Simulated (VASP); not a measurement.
Write the native input for VASP 6.6.1 that does the following.

```
Task                   : single point
Functional             : PBE
Potentials or basis    : VASP PAW PBE potentials, release 64 (N, B)
Cutoff                 : 520 eV
k mesh                 : 13 × 13 × 13
Occupations            : fermi-dirac, width 0.05 eV
Spin                   : no spin polarisation
Dipole correction      : no
Further INCAR settings : ALGO = Normal; EDIFF = 1e-06; NBANDS = 11
```

The structure of BN lies in POSCAR:

```
BN
1.0
    0.0000000000      3.4239628326      2.1218728889
    1.2260814184      0.0000000000      2.1218728889
    1.2260814184      3.4239628326      0.0000000000
N B
1 1
Direct
    0.6666513400      0.6666513400      0.3333486600
    0.0000486500      0.0000486500      0.9999513500
```

This cell differs from its parent crystal: volume scaled by 0.94.

These files were run (other wordings do the same):

INCAR

```
SYSTEM = BN
PREC     = Accurate       ! precision mode
ENCUT    = 520            ! plane-wave cutoff, eV
EDIFF    = 1E-6           ! SCF threshold, eV
ISMEAR   = -1             ! smearing method
SIGMA    = 0.05           ! smearing width, eV
LREAL    = .FALSE.        ! projectors in reciprocal space
LASPH    = .TRUE.         ! aspherical terms in the spheres
NELM     = 60             ! most SCF steps
ALGO     = Normal         ! electronic algorithm
ISIF     = 2              ! what is computed and relaxed
LWAVE    = .FALSE.        ! write WAVECAR
LCHARG   = .TRUE.         ! write CHGCAR
GGA      = PE             ! functional
LELF     = .TRUE.         ! ELF
LVHAR    = .TRUE.       
NBANDS   = 11             ! bands
```

KPOINTS

```
Automatic mesh
0
G
  13 13 13
  0 0 0
```

Potentials or basis: VASP PAW PBE potentials, release 64 (N, B).

The run is started by

```console
$ cat potpaw_PBE.64/N/POTCAR potpaw_PBE.64/B/POTCAR > POTCAR
$ mpirun -np 1 vasp_std > vasp.out
```

Results of the run:

The pressure is 19.6 GPa. The largest force is 0.013 eV/Å. The band gap on the k mesh is 3.94 eV, indirect (least direct gap 4.80 eV).

It took 58 s on 1 thread of Intel(R) Xeon(R) Platinum 8488C (Sapphire Rapids), with other jobs on the host, peak memory 0.19 GiB.
